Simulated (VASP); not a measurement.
Here is a VASP 6.6.1 calculation.

INCAR

```
PREC = Accurate
ENCUT = 520
EDIFF = 1E-7
ISMEAR = 0
SIGMA = 0.1
LREAL = False
LASPH = True
NELM = 80
ALGO = Normal
ISIF = 2
LWAVE = False
LCHARG = False
GGA = PE
NBANDS = 20
```

The input KPOINTS:

```
Automatic mesh
0
Gamma
  10 10 8
```

Contents of POSCAR:

```
SnSe2
1.0
    5.2671946761      0.0000000000      0.0000000000
    0.0000000000      5.2671946761      0.0000000000
    0.0000000000      0.0000000000      6.0481081502
Sn Se
1 2
Direct
    0.0000000000      0.0000000000      0.5000000000
    0.5000000000      0.0000000000      0.5000000000
    0.0000000000      0.5000000000      0.5000000000
```

Potentials or basis: VASP PAW PBE potentials, release 64 (Sn_d, Se).

Run with:

```bash
$ cat potpaw_PBE.64/Sn_d/POTCAR potpaw_PBE.64/Se/POTCAR > POTCAR
$ mpirun -np 1 vasp_std > vasp.out
```

(1) What does it give for the pressure?

(2) What does it give for the band gap on the k mesh?

Answers

(1) 0.0 GPa.

(2) zero (band 13 reaches -0.29 eV, above the bottom of band 14 at -1.32 eV).

Caveat: spin-orbit coupling is left out, which moves the levels of the heavy elements.
